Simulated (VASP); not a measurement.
## TiC: single point with PBE

TiC:

```xyz
4
Lattice="1.5356 0.8866 4.9741 -1.5356 0.8866 4.9741 0.0000 -1.7732 4.9741" Properties=species:S:1:pos:R:3 pbc="T T T"
Ti    0.0000    0.0000    3.7310
Ti    0.0000    0.0000   11.1911
C     0.0000    0.0000    7.4611
C     0.0000    0.0000    0.0000
```

```
Program                : VASP 6.6.1
Task                   : single point
Functional             : PBE
Potentials or basis    : VASP PAW PBE potentials, release 64 (Ti_sv, C)
Cutoff                 : 520 eV
k mesh                 : 6 × 6 × 6
Occupations            : gaussian, width 0.1 eV
Spin                   : no spin polarisation
Dipole correction      : no
Further INCAR settings : ALGO = Normal; EDIFF = 1e-06; NBANDS = 24
```

The pressure is 0.5 GPa, the largest force is 0.018 eV/Å and the band gap on the k mesh is zero (bands 16 and 17 overlap by 1.05 eV).

Forces on the atoms (eV/Å):
```
Ti   0.000  0.000 -0.018
Ti   0.000  0.000  0.018
C    0.000  0.000  0.000
C    0.000  0.000  0.000
```

Levels at points of the mesh, in eV from the Fermi level:
```
           k point  band 14  band 15  band 16  band 17  band 18  band 19
(0.00, 0.00, 0.00)     0.69     0.69     0.76     1.68     1.68     1.73
(0.50, 0.00, 0.00)    -2.85    -1.87    -1.87     1.52     1.53     3.15
(0.50, 0.50, 0.00)    -2.82    -1.60    -0.05     0.02     2.72     2.90
(0.50, 0.50, 0.50)    -1.71    -1.70    -1.70     1.77     1.77     1.77
```

It took 85 s on 1 thread of Intel(R) Xeon(R) Platinum 8259CL CPU @ 2.50GHz (Skylake/Cascade Lake) (shared host), peak memory 0.24 GiB.

Caveat: the k points lie up to 0.40 Å⁻¹ apart, too coarse for converged energies and pressures of a metal.
